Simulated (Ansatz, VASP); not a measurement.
## Two plane-wave programs on SnO

File POSCAR:

```
SnO
1.0
    3.8075139900      0.0000000000      0.0000000000
    0.0000000000      3.8075139900      0.0000000000
    0.0000000000      0.0000000000      4.9262683100
Sn O
2 2
Direct
    0.5000000000      0.0000000000      0.2329028500
    0.0000000000      0.5000000000      0.7670971500
    0.0000000000      0.0000000000      0.0000000000
    0.5000000000      0.5000000000      0.0000000000
```

The input INCAR.step1:

```
SYSTEM = SnO
PREC     = Accurate       ! precision mode
ENCUT    = 520            ! plane-wave cutoff, eV
ISMEAR   = -1             ! smearing method
SIGMA    = 0.1            ! smearing width, eV
LREAL    = .FALSE.        ! projectors in reciprocal space
LASPH    = .TRUE.         ! aspherical terms in the spheres
NELM     = 60             ! most SCF steps
NBANDS   = 28             ! bands
GGA      = PE             ! functional
ALGO     = Normal         ! electronic algorithm
EDIFF    = 1E-4           ! SCF threshold, eV
LWAVE    = .TRUE.         ! write WAVECAR
LCHARG   = .FALSE.        ! write CHGCAR
```

File INCAR.step2:

```
SYSTEM = SnO
PREC     = Accurate       ! precision mode
ENCUT    = 520            ! plane-wave cutoff, eV
EDIFF    = 1E-6           ! SCF threshold, eV
ISMEAR   = -1             ! smearing method
SIGMA    = 0.1            ! smearing width, eV
LREAL    = .FALSE.        ! projectors in reciprocal space
LASPH    = .TRUE.         ! aspherical terms in the spheres
NELM     = 60             ! most SCF steps
ALGO     = Normal         ! electronic algorithm
ISIF     = 2              ! what is computed and relaxed
LWAVE    = .FALSE.        ! write WAVECAR
LCHARG   = .TRUE.         ! write CHGCAR
METAGGA  = R2SCAN         ! meta-GGA
LMIXTAU  = .TRUE.       
LELF     = .TRUE.         ! ELF
LVHAR    = .TRUE.       
NBANDS   = 28             ! bands
ISTART   = 1
```

Contents of KPOINTS:

```
regular mesh
0
G
  9 9 7
  0 0 0
```

Input for Ansatz:

```yaml
crystal:
  lattice:
    - [3.80751399, 0.0, 0.0]
    - [0.0, 3.80751399, 0.0]
    - [0.0, 0.0, 4.92626831]
  atoms:
    - { symbol: Sn, position: [0.5, 0.0, 0.23290285] }
    - { symbol: Sn, position: [0.0, 0.5, 0.76709715] }
    - { symbol: O, position: [0.0, 0.0, 0.0] }
    - { symbol: O, position: [0.5, 0.5, 0.0] }
  symmetry: { tolerance: 0.0003 }
hamiltonian:
  xc: r2scan
  pseudopotentials: { kind: paw, azcp: { folder: soft_1 } }
basis:
  ecutwfc: 500
magnetization:
  spin_polarized: false
scf:
  occupations: { method: fermi_dirac, width: 0.1 }
kpoints:
  mp_grid: { grid: [9, 9, 7], shift: [0, 0, 0] }
  band_path:
    path:
      - [0.0, 0.0, 0.0]
      - [0.0, 0.5, 0.0]
      - [0.5, 0.5, 0.0]
      - [0.0, 0.0, 0.0]
      - [0.0, 0.0, 0.5]
      - [0.0, 0.5, 0.5]
      - [0.5, 0.5, 0.5]
      - [0.0, 0.0, 0.5]
      - [0.0, 0.5, 0.0]
      - [0.0, 0.5, 0.5]
      - [0.5, 0.5, 0.0]
    npoints: 11
output:
  forces: true
  stress: true
  eigenvalues: true
  bader: true
  populations: true
  elf: true
  write_potential: true
  write_density: true
  volumetric_format: npy
  dos:
    e_range: [-12, 8]
    de: 0.05
    projected: { site_lists: { O: [O], Sn: [Sn] } }
```

Alike in both runs: task single point; functional r2SCAN; k mesh 9 × 9 × 7; occupations fermi-dirac, width 0.1 eV; no spin polarisation.

|  | VASP | Ansatz |
| --- | --- | --- |
| version | VASP 6.6.1 | Ansatz 0.2.0 |
| potentials or method | VASP PAW PBE potentials, release 64 (Sn_d, O), cutoff 520 eV | PAW plane waves |
| valence electrons in the cell | 40 | 40 |

```tsv
	VASP	Ansatz	Ansatz less VASP
pressure (GPa)	0.6	0.0	-0.58
rms of the force components (eV/Å)	0.057	0.001	-0.0561
```

VASP's potentials were made for PBE, not for r2SCAN. Atom by atom the forces differ by 0.058 eV/Å (rms over components). The functional is the same, so the differences come from potentials, cutoffs and numerics.
